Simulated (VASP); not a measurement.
A run of VASP 6.6.1 is set up as follows.

The input INCAR:

```
SYSTEM = FeNi3
  ALGO = Normal
  EDIFF = 1E-7
  ENCUT = 520
  GGA = PE
  ISIF = 2
  ISMEAR = 0
  ISPIN = 2
  LASPH = .TRUE.
  LCHARG = .FALSE.
  LMAXMIX = 4
  LORBIT = 11
  LREAL = .FALSE.
  LWAVE = .FALSE.
  MAGMOM = 3.2 0.75 0.75 0.75
  NBANDS = 31
  NELM = 150
  PREC = Accurate
  SIGMA = 0.1
```

File KPOINTS:

```
k-points
0
G
  12 12 12
  0 0 0
```

POSCAR

```
FeNi3
1.0
    3.6854529287      0.0000000000      0.0000000000
    0.0000000000      3.6854529287      0.0000000000
    0.0000000000      0.0000000000      3.6854529287
Fe Ni
1 3
Direct
    0.0000000000      0.0000000000      0.0000000000
    0.0000000000      0.5000000000      0.5000000000
    0.5000000000      0.5000000000      0.0000000000
    0.5000000000      0.0000000000      0.5000000000
```

Potentials or basis: VASP PAW PBE potentials, release 64 (Fe, Ni).

The run is started by

```console
$ cat potpaw_PBE.64/Fe/POTCAR potpaw_PBE.64/Ni/POTCAR > POTCAR
$ mpirun -np 1 vasp_std > vasp.out
```

Task: What does it give for the pressure?

Result: -17.1 GPa.

Task: What does it give for the site moments?

Result: Fe +3.04; Ni +0.67 μB.

Task: Estimate the net moment.

Result: 4.96 μB per cell.

Caveat: the cell differs from its parent crystal (equal strain along all axes, cell held: +4.0 %).
